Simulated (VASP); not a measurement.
Wanted: the native input for a VASP 6.6.1 run.

| Item | Value |
| --- | --- |
| Task | single point |
| Functional | PBE |
| Potentials or basis | VASP PAW PBE potentials, release 64 (Al, Ga_d, As) |
| Cutoff | 520 eV |
| k mesh | 6 × 6 × 2 |
| Occupations | gaussian, width 0.1 eV |
| Spin | no spin polarisation |
| Dipole correction | no |
| Further INCAR settings | ALGO = Normal; EDIFF = 1e-06; NBANDS = 35 |

The structure of AlGa3As2 lies in POSCAR:

```
AlGa3As2
1.0
    4.2799703216      0.0000000000      0.0000000000
   -2.1399851608      3.7065630260      0.0000000000
    0.0000000000      0.0000000000      7.7334732585
Al Ga As
1 3 2
Direct
    0.6666666667      0.3333333333      0.5000000000
    0.6666666667      0.3333333333      0.0000000000
    0.0000000000      0.0000000000      0.5000000000
    0.0000000000      0.0000000000      0.0000000000
    0.3333333333      0.6666666667      0.7311127509
    0.3333333333      0.6666666667      0.2688872491
```

One way to write it, as run:

INCAR

```
SYSTEM = AlGa3As2
PREC = Accurate ; ENCUT = 520
EDIFF = 1E-6 ; ISMEAR = 0
SIGMA = 0.1 ; LREAL = .FALSE.
LASPH = .TRUE. ; NELM = 60
ALGO = Normal ; ISIF = 2
LWAVE = .FALSE. ; LCHARG = .TRUE.
GGA = PE ; LELF = .TRUE.
LVHAR = .TRUE. ; NBANDS = 35
```

KPOINTS

```
Automatic mesh
0
G
  6 6 2
  0 0 0
```

Potentials or basis: VASP PAW PBE potentials, release 64 (Al, Ga_d, As).

Launch:

```console
$ cat potpaw_PBE.64/Al/POTCAR potpaw_PBE.64/Ga_d/POTCAR potpaw_PBE.64/As/POTCAR > POTCAR
$ mpirun -np 1 vasp_std > vasp.out
```

It gave:

- Pressure: 0.2 GPa
- Largest force: 0.022 eV/Å
- Band gap on the k mesh: zero (band 26 reaches 5.64 eV, above the bottom of band 27 at 4.19 eV)

Caveat: the k points lie up to 0.41 Å⁻¹ apart.

Wall time 25 s on 1 thread of Intel(R) Xeon(R) 6975P-C (Granite Rapids), on a shared host, peak memory 0.25 GiB.
